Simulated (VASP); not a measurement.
Set up this calculation in VASP 6.6.1, as the native input.

- Task: molecular dynamics
- Functional: PBE
- Potentials or basis: VASP PAW PBE potentials, release 64 (Ca_sv, Cl, Mg)
- Cutoff: 520 eV
- k mesh: 1 × 1 × 1
- Occupations: fermi-dirac, width 0.0552 eV
- Spin: no spin polarisation
- Dipole correction: no
- Further INCAR settings: LREAL = Auto; ALGO = Normal; EDIFF = 1e-05; ISYM = 0; IBRION = 0; POTIM = 3.0; NSW = 40

The structure of CaMg4Cl10 lies in POSCAR:

```
CaMg4Cl10
1.0
    7.2914250000     -0.0987590000     -0.1794660000
   -0.0987590000      7.2785010000     -0.1619410000
   -0.1794660000     -0.1619410000      7.5467340000
Ca Cl Mg
1 10 4
Direct
    0.4009333734      0.6124079677      0.6988682450
    0.8300171182      0.3645306959      0.1617358409
    0.0054032086      0.6039618146      0.8948295791
    0.8116558961      0.8897940067      0.3306636294
    0.6879057831      0.5146392798      0.5225854713
    0.1944491644      0.0276963703      0.0805712760
    0.9528607781      0.1350464475      0.6808237518
    0.4594710443      0.3829556472      0.9494849645
    0.5735960277      0.8612641918      0.9136862683
    0.1715732371      0.5834585445      0.3753432926
    0.3956282705      0.9569008451      0.5550346347
    0.7121715497      0.2140081756      0.4248184286
    0.1525051388      0.8984081178      0.3655547076
    0.7287334701      0.6327607178      0.0623147943
    0.0477067895      0.2890330332      0.9305504880
```

The input as run:

INCAR

```
ALGO = Normal ; EDIFF = 1E-5
ENCUT = 520 ; GGA = PE
IBRION = 0 ; ISIF = 2
ISMEAR = -1 ; ISYM = 0
LANGEVIN_GAMMA = 30 30 30 ; LASPH = T
LCHARG = T ; LREAL = Auto
LWAVE = F ; MDALGO = 3
NELM = 80 ; NELMIN = 4
NSW = 40 ; POTIM = 3.0
PREC = Accurate ; RANDOM_SEED = 73185 0 0
SIGMA = 0.0552 ; TEBEG = 640.0
TEEND = 640.0
```

KPOINTS

```
k-points
0
Gamma
  1 1 1
```

Potentials or basis: VASP PAW PBE potentials, release 64 (Ca_sv, Cl, Mg).

The run is started by

```bash
$ cat potpaw_PBE.64/Ca_sv/POTCAR potpaw_PBE.64/Cl/POTCAR potpaw_PBE.64/Mg/POTCAR > POTCAR
$ mpirun -np 1 vasp_gam > vasp.out
```

It took 15 min on 1 thread of Intel(R) Xeon(R) Platinum 8259CL CPU @ 2.50GHz (Skylake/Cascade Lake), on a shared host, peak memory 0.45 GiB.
